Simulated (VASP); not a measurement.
Write the native input for VASP 6.6.1 that does the following.

* Task: relaxation of cell and atoms
* Functional: PBE
* Potentials or basis: VASP PAW PBE potentials, release 64 (Sn_d, H)
* Cutoff: 600 eV
* k mesh: 6 × 6 × 4
* Occupations: gaussian, width 0.1 eV
* Spin: no spin polarisation
* Dipole correction: no
* Further INCAR settings: ALGO = Normal; EDIFF = 1e-06; IBRION = 2; EDIFFG = -0.04; NSW = 90; ISIF = 3

The structure of SnH lies in POSCAR:

```
SnH
1.0
    2.8696119800      0.0000000000      0.0000000000
    0.0000000000      2.8696119800      0.0000000000
    0.0000000000      0.0000000000      3.8538057300
Sn H
1 1
Direct
    0.0000000000      0.0000000000      0.0000000000
    0.5000000000      0.5000000000      0.5000000000
```

The cell was generated, and may not be a known phase.

These files were run (other wordings do the same):

INCAR

```
SYSTEM = SnH
ALGO = Normal
EDIFF = 1E-6
EDIFFG = -0.04
ENCUT = 600
GGA = PE
IBRION = 2
ISIF = 3
ISMEAR = 0
LASPH = .True.
LCHARG = .False.
LREAL = .False.
LWAVE = .False.
NELM = 60
NSW = 90
PREC = Accurate
SIGMA = 0.1
```

KPOINTS

```
k-points
0
Gamma
  6 6 4
  0 0 0
```

Potentials or basis: VASP PAW PBE potentials, release 64 (Sn_d, H).

Launch:

```sh
$ cat potpaw_PBE.64/Sn_d/POTCAR potpaw_PBE.64/H/POTCAR > POTCAR
$ mpirun -np 1 vasp_std > vasp.out
```

It gave:

```yaml
Relaxed_volume: 15.61 Å³/atom
Relaxed_cell: a = 3.046 Å, b = 3.046 Å, c = 3.364 Å, α = 90.00°, β = 90.00°, γ = 90.00°
Space_group_after_relaxing_to_0.1_Å: P4/mmm (No. 123)
Energy_gained_by_relaxing: 138.7 meV/atom
Ionic_steps: 8
Pressure_after_relaxing: 0.0 GPa
Band_gap_on_the_k_mesh: zero (an odd number of electrons rules out a gap without spin polarisation)
```

Caveat: the k points lie up to 0.47 Å⁻¹ apart in the final cell, too coarse for converged energies and pressures of a metal; spin-orbit coupling is left out, which moves the levels of the heavy elements; an odd number of electrons without spin polarisation forces a metal; a magnetic or distorted state may lie lower.

Run time: 22 s on 1 thread of Intel(R) Xeon(R) 6975P-C (Granite Rapids), with other jobs on the host, peak memory 0.16 GiB.
